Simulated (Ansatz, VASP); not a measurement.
One calculation of MgSi2N2, two programs

```
CELL_PARAMETERS angstrom
3.03745 1.75367 3.47701
-3.03745 1.75367 3.47701
0.00000 -3.50734 3.47701
ATOMIC_POSITIONS crystal
Mg 0.00000 0.00000 0.00000
Si 0.66060 0.66060 0.66060
Si 0.33940 0.33940 0.33940
N 0.18687 0.18687 0.18687
N 0.81313 0.81313 0.81313
```

Alike in both runs: functional PBE; k mesh 6 × 6 × 6; occupations gaussian, width 0.02 eV; no spin polarisation.

Ansatz relaxed the structure, and its values are those at the end. VASP's run is a single point on that final structure, the one shown.

|  | VASP | Ansatz |
| --- | --- | --- |
| version | VASP 6.6.1 | Ansatz 0.2.0 |
| potentials or method | VASP PAW PBE potentials, release 64 (Mg_sv, Si, N), cutoff 750 eV | scalar-relativistic, plane waves, PAW |
| valence electrons in the cell | 28 | 28 |

```csv
,VASP,Ansatz,Ansatz less VASP
gap on the k mesh at the Fermi level (eV),1.84,1.82,-0.018
least direct gap on the mesh (eV),1.89,1.88,-0.009
pressure (GPa),0.0,0.0,+0.05
rms of the force components (eV/Å),0.033,0.000,-0.0324
```
